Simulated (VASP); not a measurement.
Here is a VASP 6.6.1 calculation.

Contents of INCAR:

```
SYSTEM = AlInSb2
  PREC = Accurate
  ENCUT = 520
  EDIFF = 1E-6
  ISMEAR = 0
  SIGMA = 0.05
  LREAL = .FALSE.
  LASPH = .TRUE.
  NELM = 100
  ALGO = Normal
  ISIF = 2
  LWAVE = .FALSE.
  LCHARG = .TRUE.
  LELF = .TRUE.
  LVHAR = .TRUE.
  NBANDS = 21
```

The input KPOINTS:

```
regular mesh
0
G
  8 8 6
  0 0 0
```

File POSCAR:

```
AlInSb2
1.0
    4.5626022301      0.0000000000      0.0000000000
    0.0000000000      4.5626022301      0.0000000000
    0.0000000000      0.0000000000      5.9286453378
Al In Sb
1 1 2
Direct
    0.0000000000      0.0000000000      0.0000000000
    0.5000000000      0.5000000000      0.5000000000
    0.0000000000      0.5000000000      0.2140216278
    0.5000000000      0.0000000000      0.7859783722
```

Potentials or basis: VASP PAW LDA potentials, release 64 (Al, In_d, Sb).

Launch:

```bash
$ cat potpaw_LDA.64/Al/POTCAR potpaw_LDA.64/In_d/POTCAR potpaw_LDA.64/Sb/POTCAR > POTCAR
$ mpirun -np 1 vasp_std > vasp.out
```

Problem. Predict the largest force.

Solution. 0.957 eV/Å.

Problem. Predict the band gap on the k mesh.

Solution. 0.60 eV.

Problem. Predict the pressure.

Solution. 0.0 GPa.

Stress tensor (GPa, compression positive):
```
-0.36  0.00  0.00
 0.00 -0.36  0.00
 0.00  0.00  0.87
```

Caveat: spin-orbit coupling is left out, which moves the levels of the heavy elements. A k mesh can miss the band edges.
